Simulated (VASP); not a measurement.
MgO, 4 atoms in the cell. Symmetry: P6_3mc, No. 186, hexagonal system. The conventional cell has a = 3.361 Å, b = 3.361 Å, c = 4.618 Å, α = 90.00°, β = 90.00°, γ = 120.00°. Mg (site symmetry 3m) has 4 O at 1.83 to 2.00 Å within 2.4 Å. O (site symmetry 3m) has 4 Mg at 1.83 to 2.00 Å within 2.4 Å. 

```yaml
Program: VASP 6.6.1
Task: single point
Functional: PBEsol
Potentials_or_basis: VASP PAW PBE potentials, release 64 (Mg, O)
Cutoff: 520 eV
k_mesh: 9 × 9 × 6
Occupations: gaussian, width 0.05 eV
Spin: no spin polarisation
Dipole_correction: no
Further_INCAR_settings: ALGO = Normal; EDIFF = 1e-06; NBANDS = 16
```

Potentials or basis: VASP PAW PBE potentials, release 64 (Mg, O).

Launch:

```bash
$ cat potpaw_PBE.64/Mg/POTCAR potpaw_PBE.64/O/POTCAR > POTCAR
$ mpirun -np 1 vasp_std > vasp.out
```

Hardware: 1 thread of Intel(R) Xeon(R) Platinum 8488C (Sapphire Rapids), on a shared host.

**Question.** How long does it take, and how much memory?

**Answer.** It took 35 s on 1 thread of Intel(R) Xeon(R) Platinum 8488C (Sapphire Rapids), on a shared host, peak memory 0.18 GiB. Counts: scf iterations 12, k points 48.
